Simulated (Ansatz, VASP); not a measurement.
**Be: VASP beside Ansatz**

```
Be
1.0
     2.29320    0.00000    0.00000
    -1.14660    1.98597    0.00000
     0.00000    0.00000    3.59300
Be
2
Direct
  0.33333 0.66667 0.25000
  0.66667 0.33333 0.75000
```

Alike in both runs: task single point; functional PBE; k mesh 12 × 12 × 7; occupations fermi-dirac, width 0.001 eV; no spin polarisation.

|  | VASP | Ansatz |
| --- | --- | --- |
| version | VASP 6.6.1 | Ansatz 0.2.0 |
| potentials or method | VASP PAW PBE potentials, release 64 (Be), cutoff 600 eV | PAW, plane waves, scalar-relativistic |
| valence electrons in the cell | 4 | 4 |

|  | VASP | Ansatz | Ansatz less VASP |
| --- | --- | --- | --- |
| pressure (GPa) | -3.8 | -4.0 | -0.14 |
| traceless stress, the component that is largest in VASP (GPa) | 0.65 | 0.62 | -0.025 |

The functional is the same, so the differences come from potentials, cutoffs and numerics.
